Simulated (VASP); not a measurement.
W:

```xyz
1
Lattice="0.0000 2.0164 2.0164 2.0164 0.0000 2.0164 2.0164 2.0164 0.0000" Properties=species:S:1:pos:R:3 pbc="T T T"
W     0.0000    0.0000    0.0000
```

Base run:

| Property | Result |
| --- | --- |
| Program | VASP 6.6.1 |
| Functional | r2SCAN |
| Potentials or basis | VASP PAW PBE potentials, release 64 (W_sv) |
| Cutoff | 520 eV |
| k mesh | 11 × 11 × 11 |
| Occupations | fermi-dirac, width 0.05 eV |
| Spin | no spin polarisation |

Its results: band gap on the k mesh zero (band 7 reaches 12.99 eV, above the bottom of band 8 at 9.77 eV); pressure -2.8 GPa.

Question: After a change of settings the same cell gave: band gap on the k mesh zero (band 7 reaches 13.01 eV, above the bottom of band 8 at 9.77 eV); pressure -6.8 GPa. Which change was it?
A. functional from r2SCAN to PBEsol
B. functional from r2SCAN to LDA; potentials or basis from VASP PAW PBE potentials, release 64 (W_sv) to VASP PAW LDA potentials, release 64 (W_sv)
C. functional from r2SCAN to PBE; further incar settings from ALGO = Normal; EDIFF = 1e-06; NBANDS = 13 to ALGO = Normal; EDIFF = 1e-07; NBANDS = 13

Answer: A.

Caveats: the PAW data sets were made with another functional, which shifts forces and pressure a little; spin-orbit coupling is left out, which moves the levels of the heavy elements.
